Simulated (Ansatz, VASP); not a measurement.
**One calculation of TiO2, two programs**

```
Ti O
1.0
     4.59734    0.00000    0.00000
     0.00000    4.59734    0.00000
     0.00000    0.00000    2.99318
Ti O
2 4
Direct
  0.50000 0.50000 0.00000
  0.00000 0.00000 0.50000
  0.69483 0.69483 0.50000
  0.80517 0.19483 0.00000
  0.19483 0.80517 0.00000
  0.30517 0.30517 0.50000
```

Alike in both runs: functional r2SCAN; k mesh 6 × 6 × 8; occupations gaussian, width 0.02 eV; no spin polarisation; Hubbard terms Ti d U = 4.0 eV.

Ansatz relaxed the structure, and its values are those at the end. VASP's run is a single point on that final structure, the one shown.

|  | VASP | Ansatz |
| --- | --- | --- |
| version | VASP 6.6.1 | Ansatz 0.2.0 |
| potentials or method | VASP PAW PBE potentials, release 64 (Ti_sv, O), cutoff 520 eV | scalar-relativistic, plane waves, PAW |
| valence electrons in the cell | 48 | 48 |

|  | VASP | Ansatz | Ansatz less VASP |
| --- | --- | --- | --- |
| gap on the k mesh at the Fermi level (eV) | 2.78 | 2.70 | -0.084 |
| least direct gap on the mesh (eV) | 2.78 | 2.73 | -0.050 |
| pressure (GPa) | 4.8 | 0.0 | -4.82 |
| rms of the force components (eV/Å) | 0.069 | 0.000 | -0.0687 |

VASP's potentials were made for PBE, not for r2SCAN. The programs project onto different local orbitals, so the same U acts differently, and such runs can settle in different states.
